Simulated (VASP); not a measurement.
# Nb (Im-3m) in VASP: notebook

The runs below take Nb through single point, with LDA.

All numbers are computed with VASP 6.6.1; they aren't measurements. Logs are shortened: lines on timing, memory, paths and dates and some standing lists are left out, and cuts for length are marked.

## (1) The cell of the first run

The structure is cubic, space group Im-3m (No. 229). Conventional cell: a = 3.248 Å, b = 3.248 Å, c = 3.248 Å, α = 90.00°, β = 90.00°, γ = 90.00°. Nb (site symmetry m-3m) has 14 Nb at 2.81 to 3.25 Å within 3.7 Å.

## (2) Single point, LDA

Input file INCAR:

```
ALGO = Normal ; EDIFF = 1E-7
ENCUT = 520 ; ISIF = 2
ISMEAR = -1 ; LASPH = True
LCHARG = False ; LREAL = False
LWAVE = False ; NBANDS = 20
NELM = 60 ; PREC = Accurate
SIGMA = 0.05
```

Input file KPOINTS:

```
k-points
0
Gamma
  11 11 11
```

Input file POSCAR:

```
Nb
1.0
    3.2478102620      0.0000000000      0.0000000000
    0.0000000000      3.2478102620      0.0000000000
    0.0000000000      0.0000000000      3.2478102620
Nb
2
Direct
    0.0000000000      0.0000000000      0.0000000000
    0.5000000000      0.5000000000      0.5000000000
```

Potentials or basis: VASP PAW LDA potentials, release 64 (Nb_sv).

The run is started by

```bash
> cat potpaw_LDA.64/Nb_sv/POTCAR > POTCAR
> mpirun -np 1 vasp_std > vasp.out
```

OUTCAR:

```text
EDIFF = 1E-7
   ENCUT = 520
   ISIF = 2
   ISMEAR = -1
   LASPH = True
   LREAL = False
   NELM = 60
   PREC = Accurate

 ion  position               nearest neighbor table
   1  0.000  0.000  0.000-   2 2.81   2 2.81   2 2.81   2 2.81   2 2.81   2 2.81   2 2.81   2 2.81

   2  0.500  0.500  0.500-   1 2.81   1 2.81   1 2.81   1 2.81   1 2.81   1 2.81   1 2.81   1 2.81

  LATTYP: Found a simple cubic cell.
 ALAT       =     3.2478102620

  Lattice vectors:

 A1 = (   3.2478102620,   0.0000000000,   0.0000000000)
 A2 = (   0.0000000000,   3.2478102620,   0.0000000000)
 A3 = (   0.0000000000,   0.0000000000,   3.2478102620)

Analysis of symmetry for initial positions (statically):
=====================================================================
 Subroutine PRICEL returns following result:

  LATTYP: Found a body centered cubic cell.
 ALAT       =     3.2478102620

  Lattice vectors:

 A1 = (   1.6239051310,   1.6239051310,  -1.6239051310)
 A2 = (  -1.6239051310,   1.6239051310,   1.6239051310)
 A3 = (   1.6239051310,  -1.6239051310,   1.6239051310)

   2 primitive cells build up your supercell.

 Routine SETGRP: Setting up the symmetry group for a
 simple cubic supercell.

 Subroutine GETGRP returns: Found 48 space group operations
 (whereof 48 operations were pure point group operations)
 out of a pool of 48 trial point group operations.

The static configuration has the point symmetry O_h .

Analysis of symmetry for dynamics (positions and initial velocities):
=====================================================================
 Subroutine PRICEL returns following result:

  LATTYP: Found a body centered cubic cell.
 ALAT       =     3.2478102620

  Lattice vectors:

 A1 = (   1.6239051310,   1.6239051310,  -1.6239051310)
 A2 = (  -1.6239051310,   1.6239051310,   1.6239051310)
 A3 = (   1.6239051310,  -1.6239051310,   1.6239051310)

   2 primitive cells build up your supercell.

 Routine SETGRP: Setting up the symmetry group for a
 simple cubic supercell.

 Subroutine GETGRP returns: Found 48 space group operations
 (whereof 48 operations were pure point group operations)
 out of a pool of 48 trial point group operations.

The dynamic configuration has the point symmetry O_h .

 Subroutine INISYM returns: Found 48 space group operations
 (whereof 48 operations are pure point group operations),
 and found     2 'primitive' translations

----------------------------------------------------------------------------------------

                                     Primitive cell

  volume of cell :      17.1294

  direct lattice vectors                    reciprocal lattice vectors
     1.623905131  1.623905131 -1.623905131     0.307899760  0.307899760  0.000000000
    -1.623905131  1.623905131  1.623905131    -0.000000000  0.307899760  0.307899760
     1.623905131 -1.623905131  1.623905131     0.307899760  0.000000000  0.307899760

  length of vectors
     2.812686194  2.812686194  2.812686194     0.435436016  0.435436016  0.435436016

  position of ions in fractional coordinates (direct lattice)
     0.000000000  0.000000000  0.000000000

  ion indices of the primitive-cell ions
   primitive index   ion index
                 1           1

----------------------------------------------------------------------------------------

 KPOINTS: k-points

Automatic generation of k-mesh.
 Grid dimensions read from file:
 generate k-points for:   11   11   11

 Generating k-lattice:

  Cartesian coordinates                     Fractional coordinates (reciprocal lattice)
     0.027990887  0.000000000  0.000000000     0.090909091  0.000000000  0.000000000
     0.000000000  0.027990887  0.000000000     0.000000000  0.090909091  0.000000000
     0.000000000  0.000000000  0.027990887     0.000000000  0.000000000  0.090909091

  Length of vectors
     0.027990887  0.027990887  0.027990887

  Shift w.r.t. Gamma in fractional coordinates (k-lattice)
     0.000000000  0.000000000  0.000000000

 Subroutine IBZKPT returns following result:
 ===========================================

 Found     56 irreducible k-points:

 Following reciprocal coordinates:
            Coordinates               Weight
  0.000000  0.000000  0.000000      1.000000
  0.090909  0.000000  0.000000      6.000000
  0.181818  0.000000  0.000000      6.000000
  0.272727  0.000000  0.000000      6.000000
  0.363636  0.000000  0.000000      6.000000
  0.454545  0.000000  0.000000      6.000000
[... 16 lines left out ...]
  0.181818  0.090909  0.090909     24.000000
  0.272727  0.090909  0.090909     24.000000
 [... further k-points ...]
   k-points           NKPTS =     56   k-points in BZ     NKDIM =     56   number of bands    NBANDS=     20
   number of dos      NEDOS =    301   number of ions     NIONS =      2
   total plane-waves  NPLWV =  13824
   dimension x,y,z NGX =    24 NGY =   24 NGZ =   24
   dimension x,y,z NGXF=    48 NGYF=   48 NGZF=   48
   ions per type =               2
   NGX,Y,Z   is equivalent  to a cutoff of  12.28, 12.28, 12.28 a.u.
   NGXF,Y,Z  is equivalent  to a cutoff of  24.57, 24.57, 24.57 a.u.
 SYSTEM =  unknown system
   PREC   = accura    normal or accurate (medium, high low for compatibility)
   ISTART =      0    job   : 0-new  1-cont  2-samecut
   ICHARG =      2    charge: 1-file 2-atom 10-const
   ISPIN  =      1    spin polarized calculation?
   LNONCOLLINEAR =      F non collinear calculations
   LSORBIT =      F    spin-orbit coupling
   LASPH  =      T    aspherical Exc in radial PAW
   ENCUT  =  520.0 eV  38.22 Ry    6.18 a.u.   6.04  6.04  6.04*2*pi/ulx,y,z
   NELM   =     60;   NELMIN=  2; NELMDL= -5     # of ELM steps
   EDIFF  = 0.1E-06   stopping-criterion for ELM
   LREAL  =      F    real-space projection
   EDIFFG = 0.1E-05   stopping-criterion for IOM
   NSW    =      0    number of steps for IOM
   IBRION =     -1    ionic relax: 0-MD 1-quasi-New 2-CG
   NFREE  =      0    steps in history (QN), initial steepest desc. (CG)
   ISIF   =      2    stress and relaxation
   ISYM   =      2    0-nonsym 1-usesym 2-fastsym
   POTIM  = 0.5000    time-step for ionic-motion
   TEBEG  =    0.0;   TEEND  =   0.0 temperature during run
   PSTRESS=    0.0 pullay stress
   NELECT =      26.0000    total number of electrons
   NUPDOWN=      -1.0000    fix difference up-down
   EMIN   =  10.00;   EMAX   =-10.00  energy-range for DOS
   EFERMI =   0.00;   METHOD = LEGACY
   ISMEAR =    -1;   SIGMA  =   0.05  broadening in eV -4-tet -1-fermi 0-gaus
   EFERMI_NEDOS =   21; number of points for ismear=-14 and -15
   IALGO  =     38    algorithm
   IMIX   =      4    mixing-type and parameters
     AMIX     =   0.40;   BMIX     =  1.00
     AMIX_MAG =   1.60;   BMIX_MAG =  1.00
  volume/ion in A,a.u.               =      17.13       115.59
  Fermi-wavevector in a.u.,A,eV,Ry     =   1.493282  2.821895 30.339529  2.229893
  Thomas-Fermi vector in A             =   2.605703
   LORBIT       =      0    0 simple, 1 ext, 2 COOP (PROOUT), +10 PAW based schemes
   GGA     = CA    functional components
   LHFCALC =     F    Hartree Fock is set to
   AEXX    =    0.0000 exact exchange contribution
   IVDW    =     0    specifies the selected vdW correction
   LEPSILON=     F    determine dielectric tensor
   LRPA    =     F    only Hartree local field effects (RPA)
 non-spin polarized calculation
  energy-cutoff  :      520.00
  volume of cell :       34.26
 maximum number of plane-waves:       937
   NGX = 13   NGY = 13   NGZ = 13

 number of electron      25.9999997 magnetization

 Free energy of the ion-electron system (eV)
  ---------------------------------------------------
  ext. energy  EPLUGINS =         0.00000000
  ---------------------------------------------------
  free energy    TOTEN  =       -22.51941508 eV

  energy without entropy =      -22.49281068  energy(sigma->0) =      -22.50611288

 E-fermi :  11.6957     XC(G=0): -12.9750

 val. band max:       11.6722727683   @ k =   0.2727   0.2727   0.0000
 cond. band min:      11.6993574047   @ k =   0.3636   0.3636   0.1818
 fundamental gap:      0.0270846364
 Fermi energy:        11.6956710253

 k-point     1 :       0.0000    0.0000    0.0000
  band No.  band energies     occupation
      1     -42.3006      2.00000
      2     -41.7809      2.00000
      3     -18.7225      2.00000
      4     -18.7225      2.00000
      5     -18.7225      2.00000
      6     -17.6305      2.00000
[... 12 lines left out ...]
     19      17.6807      0.00000
     20      21.2238      0.00000

 k-point     2 :       0.0909    0.0000    0.0000
  band No.  band energies     occupation
      1     -42.2885      2.00000
      2     -41.7897      2.00000
      3     -18.7258      2.00000
      4     -18.6998      2.00000
      5     -18.6998      2.00000
      6     -17.6805      2.00000
[... 12 lines left out ...]
     19      17.5034      0.00000
     20      20.7749      0.00000

 k-point     3 :       0.1818    0.0000    0.0000
  band No.  band energies     occupation
      1     -42.2536      2.00000
      2     -41.8158      2.00000
      3     -18.7295      2.00000
      4     -18.6338      2.00000
      5     -18.6338      2.00000
      6     -17.8185      2.00000
[... 12 lines left out ...]
     19      17.0149      0.00000
     20      19.7142      0.00000

 k-point     4 :       0.2727    0.0000    0.0000
  band No.  band energies     occupation
      1     -42.1996      2.00000
      2     -41.8583      2.00000
      3     -18.7173      2.00000
      4     -18.5300      2.00000
      5     -18.5300      2.00000
      6     -18.0135      2.00000
[... 429 lines left out ...]
 k-point    23 :       0.1818    0.0909    0.0909
  band No.  band energies     occupation
      1     -42.2328      2.00000
      2     -41.8294      2.00000
      3     -18.8014      2.00000
      4     -18.6737      2.00000
      5     -18.4562      2.00000
      6     -18.0168      2.00000
[... 12 lines left out ...]
     19      17.2048      0.00000
     20      20.9416      0.00000

 k-point    24 :       0.2727    0.0909    0.0909
  band No.  band energies     occupation
      1     -42.1823      2.00000
      2     -41.8679      2.00000
      3     -18.8307      2.00000
      4     -18.5663      2.00000
      5     -18.3340      2.00000
      6     -18.2209      2.00000
[... 12 lines left out ...]
     19      16.7998      0.00000
     20      19.5960      0.00000

 [... further k-points ...]

------------------------ aborting loop because EDIFF is reached ----------------------------------------

  FORCE on cell =-STRESS in cart. coord.  units (eV):
  Direction    XX          YY          ZZ          XY          YZ          ZX
  --------------------------------------------------------------------------------------
  -------------------------------------------------------------------------------------
  Total       -0.0139709     -0.0139709     -0.0139709      0.0000000      0.0000000     -0.0000000
  in kB       -0.6533767     -0.6533767     -0.6533767      0.0000000      0.0000000     -0.0000000
  external PRESSURE =      -0.6533767 kB  Pullay stress =       0.0000000 kB

 VOLUME and BASIS-vectors are now :
 -----------------------------------------------------------------------------
  energy-cutoff  :      520.00
  volume of cell :       34.26
      direct lattice vectors                 reciprocal lattice vectors
     3.247810262  0.000000000  0.000000000     0.307899760  0.000000000  0.000000000
     0.000000000  3.247810262  0.000000000     0.000000000  0.307899760  0.000000000
     0.000000000  0.000000000  3.247810262     0.000000000  0.000000000  0.307899760

 POSITION                                       TOTAL-FORCE (eV/Angst)
 -----------------------------------------------------------------------------------
      0.00000      0.00000      0.00000         0.000000      0.000000      0.000000
      1.62391      1.62391      1.62391        -0.000000     -0.000000     -0.000000
 -----------------------------------------------------------------------------------
    total drift:                                0.000000      0.000000     -0.000000

  FREE ENERGIE OF THE ION-ELECTRON SYSTEM (eV)
  ---------------------------------------------------
  free  energy   TOTEN  =       -22.5194150845 eV

  energy  without entropy=      -22.4928106761  energy(sigma->0) =      -22.50611288
```

Run time: 17 s. Hardware: 1 thread of Intel Xeon Platinum 8488C (Sapphire Rapids), shared host; peak memory 0.14 GiB.

What came out:

| Quantity | Value |
| --- | --- |
| Free energy | -22.5194 eV |
| Pressure | -0.1 GPa |
| Band gap on the k mesh | zero (bands 13 and 14 overlap by 3.44 eV) |

Levels at points of the mesh, in eV from the Fermi level:
```csv
k point,band 10,band 11,band 12,band 13,band 14,band 15,band 16,band 17
"(0.00, 0.00, 0.00)",-4.02,-4.02,0.34,0.34,0.34,3.41,3.41,5.99
```

## (3) Single point, LDA

Input file INCAR:

```
SYSTEM = Nb
PREC = Accurate ; ENCUT = 520
EDIFF = 1E-7 ; ISMEAR = -1
SIGMA = 0.05 ; LREAL = .FALSE.
LASPH = .TRUE. ; NELM = 60
ALGO = Normal ; ISIF = 2
LWAVE = .FALSE. ; LCHARG = .FALSE.
NBANDS = 20
```

Input file KPOINTS:

```
regular mesh
0
G
  11 11 11
  0 0 0
```

POSCAR is that of step 2.

Potentials or basis: VASP PAW LDA potentials, release 64 (Nb_sv).

The run is started by

```bash
> cat potpaw_LDA.64/Nb_sv/POTCAR > POTCAR
> mpirun -np 1 vasp_std > vasp.out
```

It took 17 s on 1 thread of Intel Xeon Platinum 8488C (Sapphire Rapids), shared host; peak memory 0.14 GiB.

Results (log left out):

- Free energy: -22.5194 eV
- Pressure: -0.1 GPa
- Band gap on the k mesh: zero (bands 13 and 14 overlap by 3.44 eV)

Levels at points of the mesh, in eV from the Fermi level:
| k point | band 10 | band 11 | band 12 | band 13 | band 14 | band 15 | band 16 | band 17 |
| --- | --- | --- | --- | --- | --- | --- | --- | --- |
| (0.00, 0.00, 0.00) | -4.02 | -4.02 | 0.34 | 0.34 | 0.34 | 3.41 | 3.41 | 5.99 |

The gap in the log of VASP goes by the Fermi energy; the results here count the filled bands.